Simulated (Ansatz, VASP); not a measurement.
## One calculation of CoSi, two programs

```
CELL_PARAMETERS angstrom
4.43085 0.00000 0.00000
0.00000 4.43085 0.00000
0.00000 0.00000 4.43085
ATOMIC_POSITIONS crystal
Co 0.15284 0.15284 0.15284
Co 0.34716 0.84716 0.65284
Co 0.65284 0.34716 0.84716
Co 0.84716 0.65284 0.34716
Si 0.84382 0.84382 0.84382
Si 0.65618 0.15618 0.34382
Si 0.34382 0.65618 0.15618
Si 0.15618 0.34382 0.65618
```

Change from the starting cell: mode 4 (185.2 1/cm) frozen in, largest displacement +0.060 Å.

Alike in both runs: task single point; functional PBE; k mesh 10 × 10 × 10; occupations gaussian, width 0.15 eV; no spin polarisation.

```csv
,VASP,Ansatz
version,VASP 6.6.1,Ansatz 0.2.0
potentials or method,"VASP PAW PBE potentials, release 64 (Co, Si), cutoff 520 eV","scalar-relativistic, plane waves, PAW"
valence electrons in the cell,52,84
```

```csv
,VASP,Ansatz,Ansatz less VASP
gap on the k mesh at the Fermi level (eV),none,none,-
pressure (GPa),-0.6,-0.5,+0.08
rms of the force components (eV/Å),0.199,0.197,-0.0019
```

Atom by atom the forces differ by 0.002 eV/Å (rms over components). A gap of «none» marks a metal or a gap that the smearing closes. VASP's potentials hold 52 valence electrons a cell and Ansatz's 84, so a difference there can come from the potentials and not from the codes.
